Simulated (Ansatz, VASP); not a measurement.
# NaF: VASP beside Ansatz

INCAR

```
ALGO = Normal ; EDIFF = 1E-7
ENCUT = 520 ; GGA = PE
ISIF = 2 ; ISMEAR = 0
LASPH = True ; LCHARG = False
LREAL = False ; LWAVE = False
NBANDS = 54 ; NELM = 60
PREC = Accurate ; SIGMA = 0.02
```

Contents of KPOINTS:

```
k-points
0
Gamma
  4 4 4
```

POSCAR

```
NaF
1.0
    6.3094409000      0.0000000000      0.0000000000
    0.0000000000      6.3094409000      0.0000000000
    0.0000000000      0.0000000000      6.3094409000
Na F
6 6
Direct
    0.7500000000      0.5000000000      0.0000000000
    0.5000000000      0.0000000000      0.7500000000
    0.0000000000      0.7500000000      0.5000000000
    0.0000000000      0.2500000000      0.5000000000
    0.2500000000      0.5000000000      0.0000000000
    0.5000000000      0.0000000000      0.2500000000
    0.5000000000      0.7500000000      0.0000000000
    0.7500000000      0.0000000000      0.5000000000
    0.0000000000      0.5000000000      0.7500000000
    0.2500000000      0.0000000000      0.5000000000
    0.0000000000      0.5000000000      0.2500000000
    0.5000000000      0.2500000000      0.0000000000
```

Input for Ansatz:

```yaml
crystal:
  lattice:
    - [6.3094409, 0.0, 0.0]
    - [0.0, 6.3094409, 0.0]
    - [0.0, 0.0, 6.3094409]
  atoms:
    - { symbol: Na, position: [0.75, 0.5, 0.0] }
    - { symbol: Na, position: [0.5, 0.0, 0.75] }
    - { symbol: Na, position: [0.0, 0.75, 0.5] }
    - { symbol: Na, position: [0.0, 0.25, 0.5] }
    - { symbol: Na, position: [0.25, 0.5, 0.0] }
    - { symbol: Na, position: [0.5, 0.0, 0.25] }
    - { symbol: F, position: [0.5, 0.75, 0.0] }
    - { symbol: F, position: [0.75, 0.0, 0.5] }
    - { symbol: F, position: [0.0, 0.5, 0.75] }
    - { symbol: F, position: [0.25, 0.0, 0.5] }
    - { symbol: F, position: [0.0, 0.5, 0.25] }
    - { symbol: F, position: [0.5, 0.25, 0.0] }
basis:
  ecutwfc: 420
kpoints:
  mp_grid: { grid: [4, 4, 4] }
  band_path:
    path:
      - [[0.0, 0.0, 0.0], [0.0, 0.5, 0.0], [0.5, 0.5, 0.0], [0.0, 0.0, 0.0], [0.5, 0.5, 0.5], [0.0, 0.5, 0.0]]
      - [[0.5, 0.5, 0.5], [0.5, 0.5, 0.0]]
    npoints: 10
hamiltonian:
  xc: pbe
scf:
  occupations: { method: gaussian, width: 0.02 }
  n_extra_bands: 30
output:
  forces: true
  stress: true
  eigenvalues: true
  populations: true
  dos: { projected: true, de: 0.02, nscf_kmesh: { grid: [6, 6, 6] } }
  bader: false
  write_density: true
  write_potential: true
  elf: true
  volumetric_format: npy
```

Alike in both runs: task single point; functional PBE; k mesh 4 × 4 × 4; occupations gaussian, width 0.02 eV; no spin polarisation.

```csv
,VASP,Ansatz
version,VASP 6.6.1,Ansatz 0.2.0
potentials or method,"VASP PAW PBE potentials, release 64 (Na_pv, F), cutoff 520 eV","scalar-relativistic, plane waves, PAW"
valence electrons in the cell,84,96
```

```tsv
	VASP	Ansatz	Ansatz less VASP
gap on the k mesh at the Fermi level (eV)	5.14	5.15	+0.015
least direct gap on the mesh (eV)	5.14	5.15	+0.015
pressure (GPa)	0.0	0.0	+0.05
```

VASP's potentials hold 84 valence electrons a cell and Ansatz's 96, so a difference there can come from the potentials and not from the codes. Ansatz's warnings: xc potential rough in thin density.
